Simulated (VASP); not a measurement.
Write the native input for VASP 6.6.1 that does the following.

```yaml
Task: single point
Functional: r2SCAN
Potentials_or_basis: VASP PAW PBE potentials, release 64 (H, Cl)
Cutoff: 520 eV
k_mesh: 16 × 16 × 16
Occupations: gaussian, width 0.15 eV
Spin: no spin polarisation
Dipole_correction: no
Further_INCAR_settings: ALGO = Normal; EDIFF = 1e-07; NBANDS = 11
```

Crystal: HCl.

```xyz
2
Lattice="0.0000 2.7375 2.5185 2.7375 0.0000 2.5185 2.7375 2.7375 0.0000" Properties=species:S:1:pos:R:3 pbc="T T T"
H     0.0000    0.0000    0.0000
Cl    2.7375    2.7375    2.5185
```

This cell differs from its parent crystal: strain +0.000 along x and y, -0.080 along z.

The input as run:

POSCAR

```
HCl
1.0
    0.0000000000      2.7375000000      2.5185000000
    2.7375000000      0.0000000000      2.5185000000
    2.7375000000      2.7375000000      0.0000000000
H Cl
1 1
Direct
    0.0000000000      0.0000000000      0.0000000000
    0.5000000000      0.5000000000      0.5000000000
```

INCAR.step1

```
  ALGO = Normal
  EDIFF = 1E-4
  ENCUT = 520
  GGA = PE
  ISMEAR = 0
  LASPH = T
  LCHARG = F
  LREAL = F
  LWAVE = T
  NBANDS = 11
  NELM = 100
  PREC = Accurate
  SIGMA = 0.15
```

INCAR.step2

```
  ALGO = Normal
  EDIFF = 1E-7
  ENCUT = 520
  ISIF = 2
  ISMEAR = 0
  ISTART = 1
  LASPH = T
  LCHARG = F
  LMIXTAU = T
  LREAL = F
  LWAVE = F
  METAGGA = R2SCAN
  NBANDS = 11
  NELM = 100
  PREC = Accurate
  SIGMA = 0.15
```

KPOINTS

```
k-points
0
Gamma
  16 16 16
```

Potentials or basis: VASP PAW PBE potentials, release 64 (H, Cl).

Run with:

```console
$ cat potpaw_PBE.64/H/POTCAR potpaw_PBE.64/Cl/POTCAR > POTCAR
$ cp INCAR.step1 INCAR
$ mpirun -np 1 vasp_std > vasp.out
$ cp INCAR.step2 INCAR
$ mpirun -np 1 vasp_std > vasp.out
```

It gave:

The pressure is -10.6 GPa. The band gap on the k mesh is zero (band 4 reaches -2.03 eV, above the bottom of band 5 at -2.19 eV).

Caveat: the cell differs from its parent crystal (strain +0.000 along x and y, -0.080 along z); the PAW data sets were made with another functional, which shifts forces and pressure a little.

Wall time 9.3 min on 1 thread of Intel(R) Xeon(R) Platinum 8259CL CPU @ 2.50GHz (Skylake/Cascade Lake), on a shared host, peak memory 0.26 GiB.
